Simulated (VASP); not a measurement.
Here is a VASP 6.6.1 calculation.

File INCAR:

```
PREC = Accurate
ENCUT = 520
EDIFF = 1E-6
ISMEAR = 0
SIGMA = 0.01
LREAL = False
LASPH = True
NELM = 150
ALGO = Normal
ISIF = 2
LWAVE = False
LCHARG = False
MAGMOM = 0 0 0 0 0 0 0 0 0 0 0 0 0 0 0 0 0 0
LORBIT = 11
LSORBIT = True
GGA_COMPAT = False
LORBMOM = True
LMAXMIX = 4
GGA = PE
NBANDS = 60
```

File KPOINTS:

```
Automatic mesh
0
Gamma
  6 6 8
```

Contents of POSCAR:

```
HfO2
1.0
    4.8382978972      0.0000000000      0.0000000000
    0.0000000000      4.8382978972      0.0000000000
    0.0000000000      0.0000000000      3.2199925688
Hf O
2 4
Direct
    0.5000000000      0.5000000000      0.5000000000
    0.0000000000      0.0000000000      0.0000000000
    0.1949549136      0.8050450864      0.5000000000
    0.8050450864      0.1949549136      0.5000000000
    0.3050450864      0.3050450864      0.0000000000
    0.6949549136      0.6949549136      0.0000000000
```

Potentials or basis: VASP PAW PBE potentials, release 64 (Hf_pv, O).

Run with:

```sh
$ cat potpaw_PBE.64/Hf_pv/POTCAR potpaw_PBE.64/O/POTCAR > POTCAR
$ mpirun -np 1 vasp_ncl > vasp.out
```

Problem. What does it give for the net moment?

Solution. 0.00 μB per cell.

Problem. What does it give for the pressure?

Solution. 2.2 GPa.

Problem. What does it give for the largest force?

Solution. 0.014 eV/Å.

Forces on the atoms (eV/Å):
```
Hf   0.000  0.000  0.000
Hf   0.000  0.000  0.000
O   -0.010  0.010  0.000
O    0.010 -0.010  0.000
O    0.010  0.010  0.000
O   -0.010 -0.010  0.000
```
